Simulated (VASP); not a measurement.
# Hf (Fm-3m) in VASP: a series of runs

Runs on Hf. Level: PBEsol. Tasks: single point.

All numbers are computed with VASP 6.6.1; they aren't measurements. Logs are shortened: lines on timing, memory, paths and dates and some standing lists are left out, and cuts for length are marked.

**1. The cell of the first run**

Symmetry: Fm-3m, No. 225, cubic system. The conventional cell has a = 4.349 Å, b = 4.349 Å, c = 4.349 Å, α = 90.00°, β = 90.00°, γ = 90.00°. Within 4.0 Å of Hf (site symmetry m-3m) lie 12 Hf at 3.08 Å.

**2. Single point, PBEsol (volume scaled by 0.94)**

Input file INCAR:

```
PREC = Accurate ; ENCUT = 520
EDIFF = 1E-6 ; ISMEAR = -1
SIGMA = 0.03 ; LREAL = F
LASPH = T ; NELM = 100
ALGO = Normal ; ISIF = 2
LWAVE = F ; LCHARG = T
GGA = PS ; LELF = T
LVHAR = T ; NBANDS = 11
```

Input file KPOINTS:

```
Automatic mesh
0
Gamma
  16 16 16
```

Input file POSCAR:

```
Hf
1.0
    0.0000000000      2.1746811614      2.1746811614
    2.1746811614      0.0000000000      2.1746811614
    2.1746811614      2.1746811614      0.0000000000
Hf
1
Direct
    0.0000000000      0.0000000000      0.0000000000
```

Potentials or basis: VASP PAW PBE potentials, release 64 (Hf_pv).

The run is started by

```sh
cat potpaw_PBE.64/Hf_pv/POTCAR > POTCAR
mpirun -np 1 vasp_std > vasp.out
```

OUTCAR:

```text
PREC = Accurate
   ENCUT = 520
   EDIFF = 1E-6
   ISMEAR = -1
   LREAL = F
   LASPH = T
   NELM = 100
   ISIF = 2
   GGA = PS

 ion  position               nearest neighbor table
   1  0.000  0.000  0.000-

  LATTYP: Found a face centered cubic cell.
 ALAT       =     4.3493623228

  Lattice vectors:

 A1 = (   0.0000000000,   2.1746811614,   2.1746811614)
 A2 = (   2.1746811614,   0.0000000000,   2.1746811614)
 A3 = (   2.1746811614,   2.1746811614,   0.0000000000)

Analysis of symmetry for initial positions (statically):
=====================================================================
 Subroutine PRICEL returns:
 Original cell was already a primitive cell.

 Routine SETGRP: Setting up the symmetry group for a
 face centered cubic supercell.

 Subroutine GETGRP returns: Found 48 space group operations
 (whereof 48 operations were pure point group operations)
 out of a pool of 48 trial point group operations.

The static configuration has the point symmetry O_h .

Analysis of symmetry for dynamics (positions and initial velocities):
=====================================================================
 Subroutine PRICEL returns:
 Original cell was already a primitive cell.

 Routine SETGRP: Setting up the symmetry group for a
 face centered cubic supercell.

 Subroutine GETGRP returns: Found 48 space group operations
 (whereof 48 operations were pure point group operations)
 out of a pool of 48 trial point group operations.

The dynamic configuration has the point symmetry O_h .

 Subroutine INISYM returns: Found 48 space group operations
 (whereof 48 operations are pure point group operations),
 and found     1 'primitive' translations

----------------------------------------------------------------------------------------

                                     Primitive cell

  volume of cell :      20.5692

  direct lattice vectors                    reciprocal lattice vectors
     0.000000000  2.174681161  2.174681161    -0.229918762  0.229918762  0.229918762
     2.174681161  0.000000000  2.174681161     0.229918762 -0.229918762  0.229918762
     2.174681161  2.174681161  0.000000000     0.229918762  0.229918762 -0.229918762

  length of vectors
     3.075463592  3.075463592  3.075463592     0.398230977  0.398230977  0.398230977

  position of ions in fractional coordinates (direct lattice)
     0.000000000  0.000000000  0.000000000

  ion indices of the primitive-cell ions
   primitive index   ion index
                 1           1

----------------------------------------------------------------------------------------

 KPOINTS: Automatic mesh

Automatic generation of k-mesh.
 Grid dimensions read from file:
 generate k-points for:   16   16   16

 Generating k-lattice:

  Cartesian coordinates                     Fractional coordinates (reciprocal lattice)
    -0.014369923  0.014369923  0.014369923     0.062500000  0.000000000  0.000000000
     0.014369923 -0.014369923  0.014369923     0.000000000  0.062500000  0.000000000
     0.014369923  0.014369923 -0.014369923     0.000000000  0.000000000  0.062500000

  Length of vectors
     0.024889436  0.024889436  0.024889436

  Shift w.r.t. Gamma in fractional coordinates (k-lattice)
     0.000000000  0.000000000  0.000000000

 Subroutine IBZKPT returns following result:
 ===========================================

 Found    145 irreducible k-points:

 Following reciprocal coordinates:
            Coordinates               Weight
  0.000000  0.000000  0.000000      1.000000
  0.062500  0.000000  0.000000      8.000000
  0.125000  0.000000  0.000000      8.000000
  0.187500  0.000000  0.000000      8.000000
  0.250000  0.000000  0.000000      8.000000
  0.312500  0.000000  0.000000      8.000000
[... 16 lines left out ...]
 -0.125000  0.062500  0.000000     24.000000
 -0.062500  0.062500  0.000000     12.000000
 [... further k-points ...]
   k-points           NKPTS =    145   k-points in BZ     NKDIM =    145   number of bands    NBANDS=     11
   number of dos      NEDOS =    301   number of ions     NIONS =      1
   total plane-waves  NPLWV =  13824
   dimension x,y,z NGX =    24 NGY =   24 NGZ =   24
   dimension x,y,z NGXF=    48 NGYF=   48 NGZF=   48
   ions per type =               1
   NGX,Y,Z   is equivalent  to a cutoff of  12.97, 12.97, 12.97 a.u.
   NGXF,Y,Z  is equivalent  to a cutoff of  25.95, 25.95, 25.95 a.u.
 SYSTEM =  unknown system
   PREC   = accura    normal or accurate (medium, high low for compatibility)
   ISTART =      0    job   : 0-new  1-cont  2-samecut
   ICHARG =      2    charge: 1-file 2-atom 10-const
   ISPIN  =      1    spin polarized calculation?
   LNONCOLLINEAR =      F non collinear calculations
   LSORBIT =      F    spin-orbit coupling
   LASPH  =      T    aspherical Exc in radial PAW
   ENCUT  =  520.0 eV  38.22 Ry    6.18 a.u.   5.72  5.72  5.72*2*pi/ulx,y,z
   NELM   =    100;   NELMIN=  2; NELMDL= -5     # of ELM steps
   EDIFF  = 0.1E-05   stopping-criterion for ELM
   LREAL  =      F    real-space projection
   EDIFFG = 0.1E-04   stopping-criterion for IOM
   NSW    =      0    number of steps for IOM
   IBRION =     -1    ionic relax: 0-MD 1-quasi-New 2-CG
   NFREE  =      0    steps in history (QN), initial steepest desc. (CG)
   ISIF   =      2    stress and relaxation
   ISYM   =      2    0-nonsym 1-usesym 2-fastsym
   POTIM  = 0.5000    time-step for ionic-motion
   TEBEG  =    0.0;   TEEND  =   0.0 temperature during run
   PSTRESS=    0.0 pullay stress
   NELECT =      10.0000    total number of electrons
   NUPDOWN=      -1.0000    fix difference up-down
   EMIN   =  10.00;   EMAX   =-10.00  energy-range for DOS
   EFERMI =   0.00;   METHOD = LEGACY
   ISMEAR =    -1;   SIGMA  =   0.03  broadening in eV -4-tet -1-fermi 0-gaus
   EFERMI_NEDOS =   21; number of points for ismear=-14 and -15
   IALGO  =     38    algorithm
   IMIX   =      4    mixing-type and parameters
     AMIX     =   0.40;   BMIX     =  1.00
     AMIX_MAG =   1.60;   BMIX_MAG =  1.00
  volume/ion in A,a.u.               =      20.57       138.81
  Fermi-wavevector in a.u.,A,eV,Ry     =   1.287269  2.432585 22.545683  1.657061
  Thomas-Fermi vector in A             =   2.419293
   LORBIT       =      0    0 simple, 1 ext, 2 COOP (PROOUT), +10 PAW based schemes
   GGA     = PS    functional components
   LHFCALC =     F    Hartree Fock is set to
   AEXX    =    0.0000 exact exchange contribution
   IVDW    =     0    specifies the selected vdW correction
   LEPSILON=     F    determine dielectric tensor
   LRPA    =     F    only Hartree local field effects (RPA)
 non-spin polarized calculation
  energy-cutoff  :      520.00
  volume of cell :       20.57
 maximum number of plane-waves:       568
   NGX = 11   NGY = 11   NGZ = 11

 number of electron      10.0000001 magnetization

 Free energy of the ion-electron system (eV)
  ---------------------------------------------------
  ext. energy  EPLUGINS =         0.00000000
  ---------------------------------------------------
  free energy    TOTEN  =       -10.42050196 eV

  energy without entropy =      -10.41552532  energy(sigma->0) =      -10.41801364

 E-fermi :   5.1837     XC(G=0): -11.7829

 val. band max:        5.1822939528   @ k =  -0.3125   0.3125   0.1250
 cond. band min:       5.1850875790   @ k =   0.3125   0.0000   0.0000
 fundamental gap:      0.0027936263
 Fermi energy:         5.1837096834

 k-point     1 :       0.0000    0.0000    0.0000
  band No.  band energies     occupation
      1     -24.4775      2.00000
      2     -24.4775      2.00000
      3     -24.4775      2.00000
      4      -2.3225      2.00000
      5       6.5945      0.00000
      6       6.5945      0.00000
      7       6.5945      0.00000
      8       9.6946      0.00000
      9       9.6946      0.00000
     10      16.8263      0.00000
     11      18.5116      0.00000

 k-point     2 :       0.0625    0.0000    0.0000
  band No.  band energies     occupation
      1     -24.5223      2.00000
      2     -24.4830      2.00000
      3     -24.4830      2.00000
      4      -2.1704      2.00000
      5       6.4389      0.00000
      6       6.6679      0.00000
      7       6.6679      0.00000
      8       9.6091      0.00000
      9       9.6091      0.00000
     10      17.1669      0.00000
     11      18.5109      0.00000

 k-point     3 :       0.1250    0.0000    0.0000
  band No.  band energies     occupation
      1     -24.6479      2.00000
      2     -24.4986      2.00000
      3     -24.4986      2.00000
      4      -1.7331      2.00000
      5       6.0515      0.00000
      6       6.8501      0.00000
      7       6.8501      0.00000
      8       9.4304      0.00000
      9       9.4304      0.00000
     10      17.9976      0.00000
     11      18.5080      0.00000

 k-point     4 :       0.1875    0.0000    0.0000
  band No.  band energies     occupation
      1     -24.8313      2.00000
      2     -24.5218      2.00000
      3     -24.5218      2.00000
      4      -1.0692      2.00000
      5       5.6020      0.00000
      6       7.0096      0.00000
      7       7.0096      0.00000
      8       9.3734      0.00000
      9       9.3734      0.00000
     10      17.8853      0.00000
     11      18.5170      0.00000
[... 239 lines left out ...]
 k-point    22 :      -0.1875    0.0625    0.0000
  band No.  band energies     occupation
      1     -24.9087      2.00000
      2     -24.5717      2.00000
      3     -24.5190      2.00000
      4      -0.6920      2.00000
      5       5.3778      0.00310
      6       6.9645      0.00000
      7       7.1576      0.00000
      8       8.8874      0.00000
      9       9.9415      0.00000
     10      17.8822      0.00000
     11      18.5199      0.00000

 k-point    23 :      -0.1250    0.0625    0.0000
  band No.  band energies     occupation
      1     -24.7219      2.00000
      2     -24.5393      2.00000
      3     -24.4974      2.00000
      4      -1.4066      2.00000
      5       5.7866      0.00000
      6       6.9492      0.00000
      7       7.0017      0.00000
      8       8.9711      0.00000
      9       9.7107      0.00000
     10      18.4773      0.00000
     11      18.5460      0.00000

 k-point    24 :      -0.0625    0.0625    0.0000
  band No.  band energies     occupation
      1     -24.5848      2.00000
      2     -24.5081      2.00000
      3     -24.4847      2.00000
      4      -1.9228      2.00000
      5       6.1935      0.00000
      6       6.7780      0.00000
      7       6.7994      0.00000
      8       9.3005      0.00000
      9       9.6769      0.00000
     10      17.6967      0.00000
     11      18.5095      0.00000

 [... further k-points ...]

------------------------ aborting loop because EDIFF is reached ----------------------------------------

  FORCE on cell =-STRESS in cart. coord.  units (eV):
  Direction    XX          YY          ZZ          XY          YZ          ZX
  --------------------------------------------------------------------------------------
  -------------------------------------------------------------------------------------
  Total        0.6496895      0.6496895      0.6496895      0.0000000      0.0000000     -0.0000000
  in kB       50.6057289     50.6057289     50.6057289      0.0000000      0.0000000     -0.0000000
  external PRESSURE =      50.6057289 kB  Pullay stress =       0.0000000 kB

 VOLUME and BASIS-vectors are now :
 -----------------------------------------------------------------------------
  energy-cutoff  :      520.00
  volume of cell :       20.57
      direct lattice vectors                 reciprocal lattice vectors
     0.000000000  2.174681161  2.174681161    -0.229918762  0.229918762  0.229918762
     2.174681161  0.000000000  2.174681161     0.229918762 -0.229918762  0.229918762
     2.174681161  2.174681161  0.000000000     0.229918762  0.229918762 -0.229918762

 POSITION                                       TOTAL-FORCE (eV/Angst)
 -----------------------------------------------------------------------------------
      0.00000      0.00000      0.00000         0.000000      0.000000      0.000000
 -----------------------------------------------------------------------------------
    total drift:                               -0.000000     -0.000000     -0.000000

  FREE ENERGIE OF THE ION-ELECTRON SYSTEM (eV)
  ---------------------------------------------------
  free  energy   TOTEN  =       -10.4205019585 eV

  energy  without entropy=      -10.4155253160  energy(sigma->0) =      -10.41801364
```

Run time: 14 s. Hardware: 1 thread of Intel Xeon 6975P-C, shared host; peak memory 0.16 GiB.

What came out:

- Free energy: -10.4205 eV
- Pressure: 5.1 GPa
- Band gap on the k mesh: zero (band 5 reaches 6.59 eV, above the bottom of band 6 at 4.75 eV)

Levels at points of the mesh, in eV from the Fermi level:
```csv
k point,band 3,band 4,band 5,band 6,band 7,band 8
"(0.00, 0.00, 0.00)",-29.66,-7.51,1.41,1.41,1.41,4.51
"(0.50, 0.00, 0.00)",-29.80,-3.90,0.91,1.15,1.15,6.90
"(0.50, 0.50, 0.00)",-30.05,-3.64,-2.46,3.02,6.91,7.62
```

Caveat: the PAW data sets were made with another functional, which shifts forces and pressure a little; spin-orbit coupling is left out, which moves the levels of the heavy elements.

**3. Single point, PBEsol (volume scaled by 0.96)**

Input file INCAR:

```
SYSTEM = Hf
PREC     = Accurate       ! precision mode
ENCUT    = 520            ! plane-wave cutoff, eV
EDIFF    = 1E-6           ! SCF threshold, eV
ISMEAR   = -1             ! smearing method
SIGMA    = 0.03           ! smearing width, eV
LREAL    = .FALSE.        ! projectors in reciprocal space
LASPH    = .TRUE.         ! aspherical terms in the spheres
NELM     = 80             ! most SCF steps
ALGO     = Normal         ! electronic algorithm
ISIF     = 2              ! what is computed and relaxed
LWAVE    = .FALSE.        ! write WAVECAR
LCHARG   = .FALSE.        ! write CHGCAR
GGA      = PS             ! functional
NBANDS   = 11             ! bands
```

Input file KPOINTS:

```
regular mesh
0
G
  16 16 16
  0 0 0
```

Input file POSCAR:

```
Hf
1.0
    0.0000000000      2.1899963220      2.1899963220
    2.1899963220      0.0000000000      2.1899963220
    2.1899963220      2.1899963220      0.0000000000
Hf
1
Direct
    0.0000000000      0.0000000000      0.0000000000
```

Potentials or basis: VASP PAW PBE potentials, release 64 (Hf_pv).

The run is started by

```sh
cat potpaw_PBE.64/Hf_pv/POTCAR > POTCAR
mpirun -np 1 vasp_std > vasp.out
```

It took 13 s on 1 thread of Intel Xeon 6975P-C, shared host; peak memory 0.16 GiB.

The run converged. Its results:

```
Free energy            : -10.4308 eV
Pressure               : 2.5 GPa
Band gap on the k mesh : zero (band 5 reaches 6.44 eV, above the bottom of band 6 at 4.61 eV)
```

Levels at points of the mesh, in eV from the Fermi level:
| k point | band 1 | band 2 | band 3 | band 4 | band 5 | band 6 | band 7 | band 8 | band 9 | band 10 |
| --- | --- | --- | --- | --- | --- | --- | --- | --- | --- | --- |
| (0.00, 0.00, 0.00) | -29.73 | -29.73 | -29.73 | -7.43 | 1.41 | 1.41 | 1.41 | 4.43 | 4.43 | 11.58 |
| (0.50, 0.00, 0.00) | -30.74 | -29.87 | -29.87 | -3.83 | 0.83 | 1.16 | 1.16 | 6.75 | 6.75 | 10.18 |
| (0.50, 0.50, 0.00) | -30.68 | -30.09 | -30.09 | -3.53 | -2.37 | 2.90 | 6.76 | 7.45 | 7.45 | 10.45 |

Caveat: the PAW data sets were made with another functional, which shifts forces and pressure a little; spin-orbit coupling is left out, which moves the levels of the heavy elements.

**4. Single point, PBEsol (volume scaled by 0.98)**

Input file INCAR:

```
SYSTEM = Hf
  PREC = Accurate
  ENCUT = 520
  EDIFF = 1E-6
  ISMEAR = -1
  SIGMA = 0.03
  LREAL = .FALSE.
  LASPH = .TRUE.
  NELM = 80
  ALGO = Normal
  ISIF = 2
  LWAVE = .FALSE.
  LCHARG = .FALSE.
  GGA = PS
  NBANDS = 11
```

Input file KPOINTS:

```
Automatic mesh
0
G
  16 16 16
  0 0 0
```

Input file POSCAR:

```
Hf
1.0
    0.0000000000      2.2051002222      2.2051002222
    2.2051002222      0.0000000000      2.2051002222
    2.2051002222      2.2051002222      0.0000000000
Hf
1
Direct
    0.0000000000      0.0000000000      0.0000000000
```

The run is started by

```sh
cat potpaw_PBE.64/Hf_pv/POTCAR > POTCAR
mpirun -np 1 vasp_std > vasp.out
```

Wall time 14 s (1 thread of Intel Xeon 6975P-C, shared host); peak memory 0.16 GiB.

Results (log left out):

```
Free energy            : -10.4343 eV
Pressure               : 0.1 GPa
Band gap on the k mesh : zero (band 5 reaches 6.28 eV, above the bottom of band 6 at 4.48 eV)
```

Levels at points of the mesh, in eV from the Fermi level:
```csv
k point,band 1,band 2,band 3,band 4,band 5,band 6,band 7,band 8,band 9,band 10
"(0.00, 0.00, 0.00)",-29.81,-29.81,-29.81,-7.36,1.41,1.41,1.41,4.35,4.35,11.51
"(0.50, 0.00, 0.00)",-30.75,-29.93,-29.93,-3.77,0.76,1.17,1.17,6.61,6.61,9.91
"(0.50, 0.50, 0.00)",-30.69,-30.14,-30.14,-3.44,-2.29,2.78,6.61,7.28,7.28,10.27
```

Caveat: the PAW data sets were made with another functional, which shifts forces and pressure a little; spin-orbit coupling is left out, which moves the levels of the heavy elements.

**5. The runs side by side**

```tsv
cell	gap on the mesh (eV)	pressure (GPa)
a = 3.075 Å, angles 60.0°, 1 atom	none	5.1
a = 3.097 Å, angles 60.0°, 1 atom	none	2.5
a = 3.118 Å, angles 60.0°, 1 atom	none	0.1
```

Alike in all rows: task single point; level PBEsol; potentials or basis VASP PAW PBE potentials, release 64 (Hf_pv); no spin polarisation; k mesh 16 × 16 × 16; cutoff (eV) 520; smearing fermi-dirac 0.03 eV.

Caveats: the PAW data sets were made with another functional, which shifts forces and pressure a little; spin-orbit coupling is left out, which moves the levels of the heavy elements.

Total energies depend on the potentials used, so only differences within one code and one set of settings carry meaning.
